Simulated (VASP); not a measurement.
Wanted: the native input for a VASP 6.6.1 run.

| Quantity | Value |
| --- | --- |
| Task | single point |
| Functional | PBE |
| Potentials or basis | VASP PAW PBE potentials, release 64 (Fe, Ge_d) |
| Cutoff | 520 eV |
| k mesh | 10 × 10 × 10 |
| Occupations | gaussian, width 0.03 eV |
| Spin | no spin polarisation |
| Dipole correction | no |
| Further INCAR settings | ALGO = Normal; EDIFF = 1e-07; NBANDS = 54 |

The structure of FeGe lies in POSCAR:

```
FeGe
1.0
    4.6035649179      0.0000000000      0.0000000000
    0.0000000000      4.6035649179      0.0000000000
    0.0000000000      0.0000000000      4.6035649179
Fe Ge
4 4
Direct
    0.1343714759      0.1343714759      0.1343714759
    0.3656285241      0.8656285241      0.6343714759
    0.6343714759      0.3656285241      0.8656285241
    0.8656285241      0.6343714759      0.3656285241
    0.8386261861      0.8386261861      0.8386261861
    0.6613738139      0.1613738139      0.3386261861
    0.3386261861      0.6613738139      0.1613738139
    0.1613738139      0.3386261861      0.6613738139
```

These files were run (other wordings do the same):

INCAR

```
SYSTEM = FeGe
ALGO = Normal
EDIFF = 1E-7
ENCUT = 520
GGA = PE
ISIF = 2
ISMEAR = 0
LASPH = .True.
LCHARG = .False.
LREAL = .False.
LWAVE = .False.
NBANDS = 54
NELM = 80
PREC = Accurate
SIGMA = 0.03
```

KPOINTS

```
k-points
0
Gamma
  10 10 10
  0 0 0
```

Potentials or basis: VASP PAW PBE potentials, release 64 (Fe, Ge_d).

Run with:

```bash
$ cat potpaw_PBE.64/Fe/POTCAR potpaw_PBE.64/Ge_d/POTCAR > POTCAR
$ mpirun -np 1 vasp_std > vasp.out
```

Results of the run:

| Property | Result |
| --- | --- |
| Pressure | 4.9 GPa |
| Largest force | 0.030 eV/Å |
| Band gap on the k mesh | 0.11 eV (least direct gap 0.13 eV) |

Caveat: the cell stands under pressure.

Wall time 3 min on 1 thread of Intel(R) Xeon(R) 6975P-C (Granite Rapids), with other jobs on the host, peak memory 0.41 GiB.
